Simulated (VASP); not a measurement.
# Mg3CO3 in VASP: a series of runs

The runs below take Mg3CO3 through single point, with PBE.

Everything below comes from runs of VASP 6.6.1. Logs are shortened: lines on timing, memory, paths and dates and some standing lists are left out, and cuts for length are marked.

### 1 The cell of the first run

The cell holds a slab with vacuum, 7 atoms: a = 3.009 Å, b = 3.009 Å, c = 23.079 Å, α = 90.00°, β = 90.00°, γ = 120.00°.

### 2 Single point, PBE, collinear spin

INCAR

```
SYSTEM = Mg3CO3
PREC     = Accurate       ! precision mode
ENCUT    = 520            ! plane-wave cutoff, eV
EDIFF    = 1E-6           ! SCF threshold, eV
ISMEAR   = 0              ! smearing method
SIGMA    = 0.05           ! smearing width, eV
LREAL    = .FALSE.        ! projectors in reciprocal space
LASPH    = .TRUE.         ! aspherical terms in the spheres
NELM     = 150            ! most SCF steps
ALGO     = Normal         ! electronic algorithm
ISIF     = 2              ! what is computed and relaxed
LWAVE    = .FALSE.        ! write WAVECAR
LCHARG   = .FALSE.        ! write CHGCAR
ISPIN    = 2              ! spin polarisation
MAGMOM   = 0 0 0 0 0 0 2  ! initial moments
LORBIT   = 11             ! projections on sites
LDIPOL   = .TRUE.       
IDIPOL   = 3            
DIPOL    = 0.5 0.5 0.339
GGA      = PE             ! functional
NBANDS   = 27             ! bands
```

KPOINTS

```
Automatic mesh
0
G
  9 9 1
  0 0 0
```

POSCAR

```
Mg3CO3
1.0
    3.0085896345      0.0000000000      0.0000000000
   -1.5042948172      2.6055150530      0.0000000000
    0.0000000000      0.0000000000     23.0789991983
O Mg C
3 3 1
Direct
    0.3333333333      0.6666666667      0.1733177408
    0.0000000000      0.0000000000      0.2797566348
    0.6666666667      0.3333333333      0.3878522578
    0.6666666667      0.3333333333      0.2265371878
    0.3333333333      0.6666666667      0.3281901435
    0.0000000000      0.0000000000      0.4367173425
    0.4444444444     -0.4444444444      0.5376749265
```

Potentials or basis: VASP PAW PBE potentials, release 64 (O, Mg, C).

Launch:

```sh
$ cat potpaw_PBE.64/O/POTCAR potpaw_PBE.64/Mg/POTCAR potpaw_PBE.64/C/POTCAR > POTCAR
$ mpirun -np 1 vasp_std > vasp.out
```

OUTCAR:

```text
SYSTEM = Mg3CO3
   PREC = Accurate
   ENCUT = 520
   EDIFF = 1E-6
   ISMEAR = 0
   LREAL = .FALSE.
   LASPH = .TRUE.
   NELM = 150
   ISIF = 2
   ISPIN = 2
   LORBIT = 11
   GGA = PE

 ion  position               nearest neighbor table
   1  0.333  0.667  0.173-   4 2.13   4 2.13   4 2.13
   2  0.000  0.000  0.280-   5 2.07   5 2.07   5 2.07   4 2.13   4 2.13   4 2.13
   3  0.667  0.333  0.388-   6 2.07   6 2.07   6 2.07   5 2.22   5 2.22   5 2.22
   4  0.667  0.333  0.227-   1 2.13   2 2.13   1 2.13   2 2.13   2 2.13   1 2.13   5 2.92   5 2.92
                             5 2.92
   5  0.333  0.667  0.328-   2 2.07   2 2.07   2 2.07   3 2.22   3 2.22   3 2.22   4 2.92   4 2.92
                             4 2.92   6 3.05   6 3.05   6 3.05
   6  0.000  0.000  0.437-   3 2.07   3 2.07   3 2.07   7 2.79   7 2.79   5 3.05   5 3.05   5 3.05

   7  0.444  0.556  0.538-   6 2.79   6 2.79

  LATTYP: Found a hexagonal cell.
 ALAT       =     3.0085896345
 C/A-ratio  =     7.6710359345

  Lattice vectors:

 A1 = (   3.0085896345,   0.0000000000,   0.0000000000)
 A2 = (  -1.5042948172,   2.6055150530,   0.0000000000)
 A3 = (   0.0000000000,   0.0000000000,  23.0789991983)

Analysis of symmetry for initial positions (statically):
=====================================================================
 Subroutine PRICEL returns:
 Original cell was already a primitive cell.

 Routine SETGRP: Setting up the symmetry group for a
 hexagonal supercell.

 Subroutine GETGRP returns: Found  2 space group operations
 (whereof  2 operations were pure point group operations)
 out of a pool of 24 trial point group operations.

The static configuration has the point symmetry C_1h.

Analysis of symmetry for dynamics (positions and initial velocities):
=====================================================================
 Subroutine PRICEL returns:
 Original cell was already a primitive cell.

 Routine SETGRP: Setting up the symmetry group for a
 hexagonal supercell.

 Subroutine GETGRP returns: Found  2 space group operations
 (whereof  2 operations were pure point group operations)
 out of a pool of 24 trial point group operations.

The dynamic configuration has the point symmetry C_1h.

Analysis of structural, dynamic, and magnetic symmetry:
=====================================================================
 Subroutine PRICEL returns:
 Original cell was already a primitive cell.

 Routine SETGRP: Setting up the symmetry group for a
 hexagonal supercell.

 Subroutine GETGRP returns: Found  2 space group operations
 (whereof  2 operations were pure point group operations)
 out of a pool of 24 trial point group operations.

The overall configuration has the point symmetry C_1h.

 Subroutine INISYM returns: Found  2 space group operations
 (whereof  2 operations are pure point group operations),
 and found     1 'primitive' translations

----------------------------------------------------------------------------------------

                                     Primitive cell

  volume of cell :     180.9146

  direct lattice vectors                    reciprocal lattice vectors
     3.008589634  0.000000000  0.000000000     0.332381654  0.191900638  0.000000000
    -1.504294817  2.605515053  0.000000000     0.000000000  0.383801275  0.000000000
     0.000000000  0.000000000 23.078999198     0.000000000  0.000000000  0.043329435

  length of vectors
     3.008589634  3.008589634 23.078999198     0.383801275  0.383801275  0.043329435

  position of ions in fractional coordinates (direct lattice)
     0.333333333  0.666666667  0.173317741
     0.000000000  0.000000000  0.279756635
     0.666666667  0.333333333  0.387852258
     0.666666667  0.333333333  0.226537188
     0.333333333  0.666666667  0.328190144
     0.000000000  0.000000000  0.436717343
     0.444444444  0.555555556  0.537674927

  ion indices of the primitive-cell ions
   primitive index   ion index
                 1           1
                 2           2
                 3           3
[... 61 lines left out ...]
   dimension x,y,z NGXF=    48 NGYF=   48 NGZF=  360
   ions per type =               3   3   1
   NGX,Y,Z   is equivalent  to a cutoff of  13.26, 13.26, 12.97 a.u.
   NGXF,Y,Z  is equivalent  to a cutoff of  26.52, 26.52, 25.93 a.u.
 SYSTEM =  Mg3CO3
   PREC   = accura    normal or accurate (medium, high low for compatibility)
   ISTART =      0    job   : 0-new  1-cont  2-samecut
   ICHARG =      2    charge: 1-file 2-atom 10-const
   ISPIN  =      2    spin polarized calculation?
   LNONCOLLINEAR =      F non collinear calculations
   LSORBIT =      F    spin-orbit coupling
   LASPH  =      T    aspherical Exc in radial PAW
   ENCUT  =  520.0 eV  38.22 Ry    6.18 a.u.   5.59  5.59 42.91*2*pi/ulx,y,z
   NELM   =    150;   NELMIN=  2; NELMDL= -5     # of ELM steps
   EDIFF  = 0.1E-05   stopping-criterion for ELM
   LREAL  =      F    real-space projection
   EDIFFG = 0.1E-04   stopping-criterion for IOM
   NSW    =      0    number of steps for IOM
   IBRION =     -1    ionic relax: 0-MD 1-quasi-New 2-CG
   NFREE  =      0    steps in history (QN), initial steepest desc. (CG)
   ISIF   =      2    stress and relaxation
   ISYM   =      2    0-nonsym 1-usesym 2-fastsym
   POTIM  = 0.5000    time-step for ionic-motion
   TEBEG  =    0.0;   TEEND  =   0.0 temperature during run
   PSTRESS=    0.0 pullay stress
   NELECT =      28.0000    total number of electrons
   NUPDOWN=      -1.0000    fix difference up-down
   EMIN   =  10.00;   EMAX   =-10.00  energy-range for DOS
   EFERMI =   0.00;   METHOD = LEGACY
   ISMEAR =     0;   SIGMA  =   0.05  broadening in eV -4-tet -1-fermi 0-gaus
   EFERMI_NEDOS =   21; number of points for ismear=-14 and -15
   IALGO  =     38    algorithm
   IMIX   =      4    mixing-type and parameters
     AMIX     =   0.40;   BMIX     =  1.00
     AMIX_MAG =   1.60;   BMIX_MAG =  1.00
  volume/ion in A,a.u.               =      25.84       174.41
  Fermi-wavevector in a.u.,A,eV,Ry     =   0.878961  1.660996 10.511489  0.772573
  Thomas-Fermi vector in A             =   1.999119
   LORBIT       =     11    0 simple, 1 ext, 2 COOP (PROOUT), +10 PAW based schemes
   GGA     = PE    functional components
   LHFCALC =     F    Hartree Fock is set to
   AEXX    =    0.0000 exact exchange contribution
   IVDW    =     0    specifies the selected vdW correction
   LEPSILON=     F    determine dielectric tensor
   LRPA    =     F    only Hartree local field effects (RPA)
 spin polarized calculation
 Gauss-broadening in eV      SIGMA  =   0.05
  energy-cutoff  :      520.00
  volume of cell :      180.91
 maximum number of plane-waves:      4908
   NGX = 11   NGY = 11   NGZ = 85

 dipolmoment           0.000000      0.000000      0.096813 electrons x Angstroem

 number of electron      28.0000003 magnetization       0.7925066

 dipolmoment           0.000000      0.000000     -0.141735 electrons x Angstroem

 Free energy of the ion-electron system (eV)
  ---------------------------------------------------
  ext. energy  EPLUGINS =         0.00000000
  ---------------------------------------------------
  free energy    TOTEN  =       -34.33292714 eV

  energy without entropy =      -34.33016892  energy(sigma->0) =      -34.33154803

 E-fermi :  -3.2044     XC(G=0):  -5.0028

 val. band max:       -3.2102414866   @ k =  -0.1111   0.3333   0.0000
 cond. band min:      -3.1934698515   @ k =   0.4444   0.3333   0.0000
 fundamental gap:      0.0167716350
 Fermi energy:        -3.2044323004

 spin component 1

 k-point     1 :       0.0000    0.0000    0.0000
  band No.  band energies     occupation
      1     -23.0467      1.00000
      2     -22.0562      1.00000
      3     -19.0147      1.00000
      4     -13.3162      1.00000
      5      -9.8763      1.00000
      6      -7.7612      1.00000
[... 685 lines left out ...]
     25       7.8452      0.00000
     26       8.3832      0.00000

 [... further k-points ...]

 spin component 2

 k-point     1 :       0.0000    0.0000    0.0000
  band No.  band energies     occupation
      1     -23.0425      1.00000
      2     -22.0562      1.00000
      3     -19.0253      1.00000
      4     -12.5352      1.00000
      5      -9.8303      1.00000
      6      -7.7027      1.00000
[... 685 lines left out ...]
     25       8.1266      0.00000
     26       8.3317      0.00000

 [... further k-points ...]

 [bands above 26 left out]

------------------------ aborting loop because EDIFF is reached ----------------------------------------

 vacuum level on the upper side and lower side of the slab       (xc-potential included)        -1.600         1.638

  FORCE on cell =-STRESS in cart. coord.  units (eV):
  Direction    XX          YY          ZZ          XY          YZ          ZX
  --------------------------------------------------------------------------------------
  -------------------------------------------------------------------------------------
  Total       -1.4129492     -1.7713517     -3.7924710     -0.3103857      0.0808665     -0.1400562
  in kB      -12.5130623    -15.6870716    -33.5860816     -2.7487727      0.7161524     -1.2403358
  external PRESSURE =     -20.5954052 kB  Pullay stress =       0.0000000 kB

 VOLUME and BASIS-vectors are now :
 -----------------------------------------------------------------------------
  energy-cutoff  :      520.00
  volume of cell :      180.91
      direct lattice vectors                 reciprocal lattice vectors
     3.008589634  0.000000000  0.000000000     0.332381654  0.191900638  0.000000000
    -1.504294817  2.605515053  0.000000000     0.000000000  0.383801275  0.000000000
     0.000000000  0.000000000 23.078999198     0.000000000  0.000000000  0.043329435

 POSITION                                       TOTAL-FORCE (eV/Angst)
 -----------------------------------------------------------------------------------
     -0.00000      1.73701      4.00000         0.005949     -0.003435      1.482836
      0.00000      0.00000      6.45650         0.001797     -0.001038      1.312283
      1.50429      0.86851      8.95124         0.036004     -0.020787      0.123284
      1.50429      0.86851      5.22825        -0.007035      0.004062     -2.800404
     -0.00000      1.73701      7.57430         0.000328     -0.000189      0.107310
      0.00000      0.00000     10.07900         0.000058     -0.000033      1.163087
      0.50143      1.44751     12.40900        -0.037101      0.021420     -1.388395
 -----------------------------------------------------------------------------------
    total drift:                                0.000051     -0.000029      0.004815

  FREE ENERGIE OF THE ION-ELECTRON SYSTEM (eV)
  ---------------------------------------------------
  free  energy   TOTEN  =       -34.3329271362 eV

  energy  without entropy=      -34.3301689248  energy(sigma->0) =      -34.33154803

 vacuum level on the upper side and lower side of the slab         3.336         6.493

 total charge

# of ion       s       p       d       tot
------------------------------------------
    1        1.593   3.227   0.000   4.820
    2        1.547   3.556   0.000   5.103
    3        1.549   3.521   0.000   5.070
    4        0.151   0.166   0.069   0.385
    5        0.148   0.171   0.074   0.393
    6        0.163   0.150   0.052   0.365
    7        1.046   0.922   0.000   1.967
--------------------------------------------------
tot          6.196  11.713   0.195  18.104

 magnetization (x)

# of ion       s       p       d       tot
------------------------------------------
    1       -0.000  -0.002   0.000  -0.002
    2       -0.000  -0.000   0.000  -0.000
    3       -0.001   0.004   0.000   0.003
    4        0.000  -0.000  -0.000   0.000
    5       -0.000  -0.000   0.000  -0.000
    6       -0.003   0.005   0.003   0.005
    7        0.020   0.351   0.000   0.371
--------------------------------------------------
tot          0.015   0.358   0.003   0.377
```

It took 6.7 min on 1 thread of Intel Xeon Platinum 8488C (Sapphire Rapids), shared host; peak memory 0.51 GiB.

What came out:

```
Free energy                                           : -34.3329 eV
Largest force                                         : 2.800 eV/Å
Net moment                                            : 0.79 μB per cell
Site moments                                          : O -0.00, +0.00 (each value once); Mg +0.00, -0.00, +0.01; C +0.37 μB
Valence electrons inside the program's atomic spheres : O 4.82, 5.10, 5.07; Mg 0.39, 0.36 (each value once); C 1.97
```

Forces on the atoms (eV/Å):
```
O    0.006 -0.003  1.483
O    0.002 -0.001  1.312
O    0.036 -0.021  0.123
Mg  -0.007  0.004 -2.800
Mg   0.000  0.000  0.107
Mg   0.000  0.000  1.163
C   -0.037  0.021 -1.388
```

### 3 Single point, PBE, collinear spin

INCAR

```
ALGO = Normal
DIPOL = 0.5 0.5 0.344
EDIFF = 1E-6
ENCUT = 520
GGA = PE
IDIPOL = 3
ISIF = 2
ISMEAR = 0
ISPIN = 2
LASPH = True
LCHARG = False
LDIPOL = True
LORBIT = 11
LREAL = False
LWAVE = False
MAGMOM = 0 0 0 0 0 0 2
NBANDS = 27
NELM = 150
PREC = Accurate
SIGMA = 0.05
```

KPOINTS

```
k-points
0
Gamma
  9 9 1
```

POSCAR, as its differences from that of step 2:

```diff
@@ -14,2 +14,2 @@
     0.0000000000      0.0000000000      0.4367173425
-    0.4444444444     -0.4444444444      0.5376749265
+    0.4444444444     -0.4444444444      0.5766714182
```

Potentials or basis: VASP PAW PBE potentials, release 64 (O, Mg, C).

Launch:

```sh
$ cat potpaw_PBE.64/O/POTCAR potpaw_PBE.64/Mg/POTCAR potpaw_PBE.64/C/POTCAR > POTCAR
$ mpirun -np 1 vasp_std > vasp.out
```

It took 6.8 min on 1 thread of Intel Xeon Platinum 8488C (Sapphire Rapids), shared host; peak memory 0.51 GiB.

It converged, with:

```yaml
Free_energy: -33.1261 eV
Largest_force: 3.016 eV/Å
Net_moment: 0.77 μB per cell
Site_moments: O -0.00, -0.02 (each value once); Mg +0.00, -0.01 (each value once); C +0.41 μB
Valence_electrons_inside_the_program's_atomic_spheres: O 4.81, 5.10, 5.07; Mg 0.39, 0.40, 0.37; C 1.94
```

Forces in eV/Å, atoms in the order of the input:
```
O    0.000  0.000  1.593
O    0.000  0.000  1.530
O    0.007 -0.004  0.267
Mg   0.000  0.000 -3.016
Mg   0.000  0.000 -0.139
Mg  -0.001  0.001  0.728
C   -0.006  0.004 -0.963
```

Levels at points of the mesh, in eV from the Fermi level:
Spin up:
```tsv
k point	band 11	band 12	band 13	band 14	band 15	band 16	band 17	band 18	band 19	band 20
(0.00, 0.00, 0.00)	-2.42	-0.83	-0.13	0.42	0.42	2.48	2.49	3.05	4.46	6.02
```
Spin down:
| k point | band 10 | band 11 | band 12 | band 13 | band 14 | band 15 | band 16 | band 17 | band 18 | band 19 |
| --- | --- | --- | --- | --- | --- | --- | --- | --- | --- | --- |
| (0.00, 0.00, 0.00) | -2.87 | -2.08 | -0.71 | 0.41 | 0.41 | 0.87 | 3.14 | 3.16 | 3.16 | 4.47 |
